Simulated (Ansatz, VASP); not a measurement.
# One calculation of HfO2, two programs

```
Hf O
1.0
     0.00000    2.41657    2.41657
     2.41657    0.00000    2.41657
     2.41657    2.41657    0.00000
Hf O
1 2
Direct
  0.00000 0.00000 0.00000
  0.25000 0.25000 0.25000
  0.75000 0.75000 0.75000
```

Change from the starting cell: volume scaled by 0.88, PAW files.

Alike in both runs: task single point; functional PBEsol; k mesh 11 × 11 × 11; occupations fermi-dirac, width 0.1 eV; no spin polarisation.

```csv
,VASP,Ansatz
version,VASP 6.6.1,Ansatz 0.2.0
potentials or method,"VASP PAW PBE potentials, release 64 (Hf_pv, O)","PAW with Ansatz's default frozen-core files, scalar-relativistic"
plane-wave cutoff (eV),520,420
valence electrons in the cell,22,38
```

VASP gave:

- gap on the k mesh at the Fermi level (eV): 4.11
- pressure (GPa): 39.5

**Question.** Which values does Ansatz return?

**Answer.** gap on the k mesh at the Fermi level (eV): 4.06; pressure (GPa): 44.3.

VASP's potentials were made for PBE, not for PBEsol. The pressures are high and differ by over a tenth, so treat them with care. The functional is the same, so the differences come from potentials, cutoffs and numerics. VASP's potentials hold 22 valence electrons a cell and Ansatz's 38, so a difference there can come from the potentials and not from the codes.

Neither program's run includes spin-orbit coupling.
